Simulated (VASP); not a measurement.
# TiC in VASP: a series of runs, part 2 of 2

VASP 6.6.1. Earlier steps stand in the parts before.

### Step 4. Single point, r2SCAN

This run uses another cell than the first one: it holds 4 atoms, not 2.

The input, POSCAR:

```
TiC
1.0
    2.1639143153      2.1639143153      0.0000000000
   -2.1639143153      2.1639143153      0.0000000000
    0.0000000000      0.0000000000      4.3278286307
Ti C
2 2
Direct
    0.0000000000      0.0000000000      0.0000000000
    0.5000000000      0.5000000000      0.5000000000
    0.5000000000      0.5000000000      0.0000000000
    0.0000000000      0.0000000000      0.5000000000
```

The input, INCAR.step1:

```
SYSTEM = TiC
  ALGO = Normal
  EDIFF = 1E-4
  ENCUT = 520
  GGA = PE
  ISMEAR = 0
  LASPH = .True.
  LCHARG = .False.
  LREAL = .False.
  LWAVE = .True.
  NBANDS = 24
  NELM = 60
  PREC = Accurate
  SIGMA = 0.1
```

The input, INCAR.step2:

```
SYSTEM = TiC
  ALGO = Normal
  EDIFF = 1E-7
  ENCUT = 520
  ISIF = 2
  ISMEAR = 0
  ISTART = 1
  LASPH = .True.
  LCHARG = .False.
  LMIXTAU = .True.
  LREAL = .False.
  LWAVE = .False.
  METAGGA = R2SCAN
  NBANDS = 24
  NELM = 60
  PREC = Accurate
  SIGMA = 0.1
```

The input, KPOINTS:

```
k-points
0
Gamma
  18 18 12
  0 0 0
```

Potentials or basis: VASP PAW PBE potentials, release 64 (Ti_sv, C).

Started as:

```bash
$ cat potpaw_PBE.64/Ti_sv/POTCAR potpaw_PBE.64/C/POTCAR > POTCAR
$ cp INCAR.step1 INCAR
$ mpirun -np 1 vasp_std > vasp.out
$ cp INCAR.step2 INCAR
$ mpirun -np 1 vasp_std > vasp.out
```

OUTCAR:

```text
SYSTEM = TiC
   EDIFF = 1E-7
   ENCUT = 520
   ISIF = 2
   ISMEAR = 0
   ISTART = 1
   LASPH = .True.
   LREAL = .False.
   METAGGA = R2SCAN
   NELM = 60
   PREC = Accurate

 ion  position               nearest neighbor table
   1  0.000  0.000  0.000-   3 2.16   3 2.16   3 2.16   3 2.16   4 2.16   4 2.16
   2  0.500  0.500  0.500-   4 2.16   4 2.16   4 2.16   4 2.16   3 2.16   3 2.16
   3  0.500  0.500  0.000-   1 2.16   1 2.16   1 2.16   1 2.16   2 2.16   2 2.16
   4  0.000  0.000  0.500-   2 2.16   2 2.16   2 2.16   2 2.16   1 2.16   1 2.16

  LATTYP: Found a simple tetragonal cell.
 ALAT       =     3.0602369725
 C/A-ratio  =     1.4142135624

  Lattice vectors:

 A1 = (   2.1639143153,   2.1639143153,   0.0000000000)
 A2 = (  -2.1639143153,   2.1639143153,   0.0000000000)
 A3 = (   0.0000000000,   0.0000000000,   4.3278286307)

Analysis of symmetry for initial positions (statically):
=====================================================================
 Subroutine PRICEL returns following result:

  LATTYP: Found a face centered cubic cell.
 ALAT       =     4.3278286306

  Lattice vectors:

 A1 = (   0.0000000000,  -2.1639143153,  -2.1639143153)
 A2 = (   2.1639143153,   0.0000000000,  -2.1639143154)
 A3 = (   2.1639143153,  -2.1639143153,   0.0000000000)

   2 primitive cells build up your supercell.

 Routine SETGRP: Setting up the symmetry group for a
 simple tetragonal supercell.

 Subroutine GETGRP returns: Found 16 space group operations
 (whereof 16 operations were pure point group operations)
 out of a pool of 16 trial point group operations.

The static configuration has the point symmetry D_4h.

Analysis of symmetry for dynamics (positions and initial velocities):
=====================================================================
 Subroutine PRICEL returns following result:

  LATTYP: Found a face centered cubic cell.
 ALAT       =     4.3278286306

  Lattice vectors:

 A1 = (   0.0000000000,  -2.1639143153,  -2.1639143153)
 A2 = (   2.1639143153,   0.0000000000,  -2.1639143154)
 A3 = (   2.1639143153,  -2.1639143153,   0.0000000000)

   2 primitive cells build up your supercell.

 Routine SETGRP: Setting up the symmetry group for a
 simple tetragonal supercell.

 Subroutine GETGRP returns: Found 16 space group operations
 (whereof 16 operations were pure point group operations)
 out of a pool of 16 trial point group operations.

The dynamic configuration has the point symmetry D_4h.

 Subroutine INISYM returns: Found 16 space group operations
 (whereof 16 operations are pure point group operations),
 and found     2 'primitive' translations

----------------------------------------------------------------------------------------

                                     Primitive cell

  volume of cell :      20.2652

  direct lattice vectors                    reciprocal lattice vectors
     0.000000000 -2.163914315 -2.163914315    -0.231062753 -0.231062753 -0.231062753
[... 26 lines left out ...]
     0.012836820  0.012836820  0.000000000     0.055555556  0.000000000  0.000000000
    -0.012836820  0.012836820  0.000000000     0.000000000  0.055555556  0.000000000
     0.000000000  0.000000000  0.019255229     0.000000000  0.000000000  0.083333333

  Length of vectors
     0.018154004  0.018154004  0.019255229

  Shift w.r.t. Gamma in fractional coordinates (k-lattice)
     0.000000000  0.000000000  0.000000000

 Subroutine IBZKPT returns following result:
 ===========================================

 Found    385 irreducible k-points:

 Following reciprocal coordinates:
            Coordinates               Weight
  0.000000  0.000000  0.000000      1.000000
  0.055556  0.000000  0.000000      4.000000
  0.111111  0.000000  0.000000      4.000000
  0.166667  0.000000  0.000000      4.000000
  0.222222  0.000000  0.000000      4.000000
  0.277778  0.000000  0.000000      4.000000
[... 16 lines left out ...]
  0.277778  0.111111  0.000000      8.000000
  0.333333  0.111111  0.000000      8.000000
 [... further k-points ...]
   k-points           NKPTS =    385   k-points in BZ     NKDIM =    385   number of bands    NBANDS=     24
   number of dos      NEDOS =    301   number of ions     NIONS =      4
   total plane-waves  NPLWV =  18432
   dimension x,y,z NGX =    24 NGY =   24 NGZ =   32
   dimension x,y,z NGXF=    48 NGYF=   48 NGZF=   64
   ions per type =               2   2
   NGX,Y,Z   is equivalent  to a cutoff of  13.04, 13.04, 12.29 a.u.
   NGXF,Y,Z  is equivalent  to a cutoff of  26.08, 26.08, 24.58 a.u.
 SYSTEM =  TiC
   PREC   = accura    normal or accurate (medium, high low for compatibility)
   ISTART =      1    job   : 0-new  1-cont  2-samecut
   ICHARG =      0    charge: 1-file 2-atom 10-const
   ISPIN  =      1    spin polarized calculation?
   LNONCOLLINEAR =      F non collinear calculations
   LSORBIT =      F    spin-orbit coupling
   LASPH  =      T    aspherical Exc in radial PAW
   ENCUT  =  520.0 eV  38.22 Ry    6.18 a.u.   5.69  5.69  8.05*2*pi/ulx,y,z
   NELM   =     60;   NELMIN=  2; NELMDL=  0     # of ELM steps
   EDIFF  = 0.1E-06   stopping-criterion for ELM
   LREAL  =      F    real-space projection
   EDIFFG = 0.1E-05   stopping-criterion for IOM
   NSW    =      0    number of steps for IOM
   IBRION =     -1    ionic relax: 0-MD 1-quasi-New 2-CG
   NFREE  =      0    steps in history (QN), initial steepest desc. (CG)
   ISIF   =      2    stress and relaxation
   ISYM   =      2    0-nonsym 1-usesym 2-fastsym
   POTIM  = 0.5000    time-step for ionic-motion
   TEBEG  =    0.0;   TEEND  =   0.0 temperature during run
   PSTRESS=    0.0 pullay stress
   NELECT =      32.0000    total number of electrons
   NUPDOWN=      -1.0000    fix difference up-down
   EMIN   =  10.00;   EMAX   =-10.00  energy-range for DOS
   EFERMI =   0.00;   METHOD = LEGACY
   ISMEAR =     0;   SIGMA  =   0.10  broadening in eV -4-tet -1-fermi 0-gaus
   EFERMI_NEDOS =   21; number of points for ismear=-14 and -15
   IALGO  =     38    algorithm
   IMIX   =      4    mixing-type and parameters
     AMIX     =   0.40;   BMIX     =  1.00
     AMIX_MAG =   1.60;   BMIX_MAG =  1.00
  volume/ion in A,a.u.               =      10.13        68.38
  Fermi-wavevector in a.u.,A,eV,Ry     =   1.513090  2.859326 31.149741  2.289441
  Thomas-Fermi vector in A             =   2.622927
   LORBIT       =      0    0 simple, 1 ext, 2 COOP (PROOUT), +10 PAW based schemes
   METAGGA = R2SCAN    functional components
   LHFCALC =     F    Hartree Fock is set to
   AEXX    =    0.0000 exact exchange contribution
   IVDW    =     0    specifies the selected vdW correction
   LEPSILON=     F    determine dielectric tensor
   LRPA    =     F    only Hartree local field effects (RPA)
 non-spin polarized calculation
 Gauss-broadening in eV      SIGMA  =   0.10
  energy-cutoff  :      520.00
  volume of cell :       40.53
 maximum number of plane-waves:      1136
 NGX is ok and might be reduce to    24

 number of electron      32.0000016 magnetization

 Free energy of the ion-electron system (eV)
  ---------------------------------------------------
  ext. energy  EPLUGINS =         0.00000000
  ---------------------------------------------------
  free energy    TOTEN  =       -49.73905129 eV

  energy without entropy =      -49.73630387  energy(sigma->0) =      -49.73767758

 E-fermi :   9.5312     XC(G=0): -13.6033

 val. band max:        9.5212505001   @ k =   0.3889   0.3889   0.0833
 cond. band min:       9.5342224678   @ k =   0.0556   0.0000   0.1667
 fundamental gap:      0.0129719678
 Fermi energy:         9.5312356417

 k-point     1 :       0.0000    0.0000    0.0000
  band No.  band energies     occupation
      1     -49.4520      2.00000
      2     -49.3506      2.00000
      3     -24.8764      2.00000
      4     -24.6021      2.00000
      5     -24.6021      2.00000
      6     -24.4286      2.00000
[... 637 lines left out ...]
     23      13.8852      0.00000
     24      14.8975      0.00000

 [... further k-points ...]
[... 5 lines left out ...]
  --------------------------------------------------------------------------------------
  -------------------------------------------------------------------------------------
  Total        0.2478488      0.2478488      0.2269243      0.0000000      0.0000000      0.0000000
  in kB        9.7975426      9.7975426      8.9703901      0.0000000      0.0000000      0.0000000
  external PRESSURE =       9.5218251 kB  Pullay stress =       0.0000000 kB

 VOLUME and BASIS-vectors are now :
 -----------------------------------------------------------------------------
  energy-cutoff  :      520.00
  volume of cell :       40.53
      direct lattice vectors                 reciprocal lattice vectors
     2.163914315  2.163914315  0.000000000     0.231062753  0.231062753  0.000000000
    -2.163914315  2.163914315  0.000000000    -0.231062753  0.231062753  0.000000000
     0.000000000  0.000000000  4.327828631     0.000000000  0.000000000  0.231062753

 POSITION                                       TOTAL-FORCE (eV/Angst)
 -----------------------------------------------------------------------------------
      0.00000      0.00000      0.00000         0.000000     -0.000000      0.000000
      0.00000      2.16391      2.16391        -0.000000      0.000000     -0.000000
      0.00000      2.16391      0.00000         0.000000     -0.000000      0.000000
      0.00000      0.00000      2.16391        -0.000000     -0.000000      0.000000
 -----------------------------------------------------------------------------------
    total drift:                               -0.000000      0.000000     -0.000000

  FREE ENERGIE OF THE ION-ELECTRON SYSTEM (eV)
  ---------------------------------------------------
  free  energy   TOTEN  =       -49.7390512879 eV

  energy  without entropy=      -49.7363038747  energy(sigma->0) =      -49.73767758
```

Wall time 12 min (1 thread of AMD EPYC 9R45 (Zen 5), shared host); peak memory 0.38 GiB.

Results:

```yaml
Free_energy: -49.7391 eV
Pressure: 1.0 GPa
Band_gap_on_the_k_mesh: zero (bands 16 and 17 overlap by 1.33 eV)
```

Caveat: the PAW data sets were made with another functional, which shifts forces and pressure a little.

### Step 5. Summary

```tsv
cell	k mesh	gap on the mesh (eV)	pressure (GPa)
a = 3.060 Å, angles 60.0°, 2 atoms, atomic positions A	16 × 16 × 16	none	1.0
a = 2.999, b = 2.999, c = 4.380 Å, 4 atoms, atomic positions B	18 × 18 × 12	none	9.5
a = 3.060, b = 3.060, c = 4.328 Å, 4 atoms, atomic positions B	18 × 18 × 12	none	1.0
```

Alike in all rows: task single point; level r2SCAN; potentials or basis VASP PAW PBE potentials, release 64 (Ti_sv, C); no spin polarisation; cutoff (eV) 520; smearing gaussian 0.1 eV.

Caveats: the PAW data sets were made with another functional, which shifts forces and pressure a little; the stress differs along the axes, from 0 to 14 GPa (at least some runs).

Total energies depend on the potentials used, so only differences within one code and one set of settings carry meaning.

The gap in the log of VASP goes by the Fermi energy; the results here count the filled bands.